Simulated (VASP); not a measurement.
ScAl2: single point with r2SCAN

ScAl2:

```
Sc Al
1.0
     0.00000    3.77765    3.77765
     3.77765    0.00000    3.77765
     3.77765    3.77765    0.00000
Sc Al
2 4
Direct
  0.50000 0.50000 0.50000
  0.75000 0.75000 0.75000
  0.12500 0.12500 0.12500
  0.62500 0.12500 0.12500
  0.12500 0.62500 0.12500
  0.12500 0.12500 0.62500
```

```
Program             : VASP 6.6.1
Task                : single point
Functional          : r2SCAN
Potentials or basis : VASP PAW PBE potentials, release 64 (Sc_sv, Al)
Cutoff              : 520 eV
k mesh              : 8 × 8 × 8
Occupations         : gaussian, width 0.1 eV
Spin                : no spin polarisation
```

```
Pressure               : 0.0 GPa
Band gap on the k mesh : zero (band 17 reaches 7.33 eV, above the bottom of band 18 at 4.73 eV)
```

Levels at points of the mesh, in eV from the Fermi level:
```
           k point  band 13  band 14  band 15  band 16  band 17  band 18  band 19  band 20  band 21  band 22
(0.00, 0.00, 0.00)    -2.77    -2.50    -2.50    -2.50    -1.83    -1.83     0.42     2.23     2.23     2.23
(0.50, 0.00, 0.00)    -3.84    -2.09    -2.09    -0.35    -0.14    -0.14     1.79     1.79     1.98     2.82
(0.50, 0.50, 0.00)    -3.83    -3.83     0.28     0.28     0.77     0.77     0.89     0.89     1.10     1.10
```

Wall time 5 min on 1 thread of AMD EPYC 9R45 96-Core Processor (Zen 5) (shared host), peak memory 0.25 GiB.

Caveat: the PAW data sets were made with another functional, which shifts forces and pressure a little.
